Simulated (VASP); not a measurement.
Au: single point with PBE

Crystal: Au.

```
Au
1.0
     3.18656    0.00000    0.00000
     0.00000    3.18656    0.00000
     0.00000    0.00000    3.18656
Au
1
Direct
  0.00000 0.00000 0.00000
```

```
Program             : VASP 6.6.1
Task                : single point
Functional          : PBE
Potentials or basis : VASP PAW PBE potentials, release 64 (Au)
Cutoff              : 500 eV
k mesh              : 6 × 6 × 6
Occupations         : gaussian, width 0.1 eV
Spin                : no spin polarisation
```

| Property | Result |
| --- | --- |
| Pressure | -12.8 GPa |

Levels at points of the mesh, in eV from the Fermi level:
| k point | band 1 | band 2 | band 3 | band 4 | band 5 | band 6 | band 7 | band 8 | band 9 | band 10 |
| --- | --- | --- | --- | --- | --- | --- | --- | --- | --- | --- |
| (0.00, 0.00, 0.00) | -4.60 | -3.24 | -3.24 | -1.31 | -1.31 | -1.31 | 11.55 | 11.55 | 11.55 | 14.55 |
| (0.50, 0.00, 0.00) | -3.34 | -3.06 | -1.92 | -1.92 | -1.26 | 0.73 | 1.32 | 14.82 | 14.82 | 15.35 |
| (0.50, 0.50, 0.00) | -3.07 | -2.93 | -1.82 | -1.82 | -0.79 | 3.33 | 4.11 | 4.11 | 9.55 | 18.09 |
| (0.50, 0.50, 0.50) | -2.79 | -2.79 | -2.79 | -0.75 | -0.75 | 6.48 | 6.94 | 6.94 | 6.94 | 10.51 |

Run time: 15 s on 1 thread of AMD EPYC 7R43 64-Core Processor (Zen 3), on a shared host, peak memory 0.1 GiB.

Caveat: spin-orbit coupling is left out, which moves the levels of the heavy elements.
